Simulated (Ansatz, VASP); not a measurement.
# InP: VASP beside Ansatz

File INCAR:

```
PREC     = Accurate       # precision mode
ENCUT    = 520            # plane-wave cutoff, eV
EDIFF    = 1E-6           # SCF threshold, eV
ISMEAR   = 0              # smearing method
SIGMA    = 0.05           # smearing width, eV
LREAL    = False          # projectors in reciprocal space
LASPH    = True           # aspherical terms in the spheres
NELM     = 60             # most SCF steps
ALGO     = Normal         # electronic algorithm
ISIF     = 2              # what is computed and relaxed
LWAVE    = False          # write WAVECAR
LCHARG   = False          # write CHGCAR
GGA      = PE             # functional
NBANDS   = 16             # bands
```

File KPOINTS:

```
regular mesh
0
Gamma
  10 10 10
```

File POSCAR:

```
InP
1.0
    0.0000000000      2.8388612317      3.1227473548
    2.8388612317      0.0000000000      3.1227473548
    2.8388612317      2.8388612317      0.0000000000
In P
1 1
Direct
    0.0000000000      0.0000000000      0.0000000000
    0.7500000000      0.7500000000      0.7500000000
```

Input for Ansatz:

```yaml
crystal:
  lattice:
    - [0.0, 2.8388612317, 3.1227473548]
    - [2.8388612317, 0.0, 3.1227473548]
    - [2.8388612317, 2.8388612317, 0.0]
  atoms:
    - { symbol: In, position: [0.0, 0.0, 0.0] }
    - { symbol: P, position: [0.75, 0.75, 0.75] }
basis:
  ecutwfc: 420
kpoints:
  mp_grid: { grid: [10, 10, 10] }
hamiltonian:
  xc: pbe
scf:
  occupations: { method: gaussian, width: 0.05 }
output:
  forces: true
  stress: true
  eigenvalues: true
  write_density: true
  write_potential: true
  elf: true
  volumetric_format: npy
```

Alike in both runs: task single point; functional PBE; k mesh 10 × 10 × 10; occupations gaussian, width 0.05 eV; no spin polarisation.

|  | VASP | Ansatz |
| --- | --- | --- |
| version | VASP 6.6.1 | Ansatz 0.2.0 |
| potentials or method | VASP PAW PBE potentials, release 64 (In_d, P), cutoff 520 eV | scalar-relativistic, plane waves, PAW |
| valence electrons in the cell | 18 | 18 |

VASP gave:

```
gap on the k mesh at the Fermi level (eV)                     : 0.49
least direct gap on the mesh (eV)                             : 0.49
pressure (GPa)                                                : 3.1
traceless stress, the component that is largest in VASP (GPa) : -3.07
```

Which values does Ansatz return?

gap on the k mesh at the Fermi level (eV): 0.49; least direct gap on the mesh (eV): 0.49; pressure (GPa): 3.1; traceless stress, the component that is largest in VASP (GPa): -3.06.
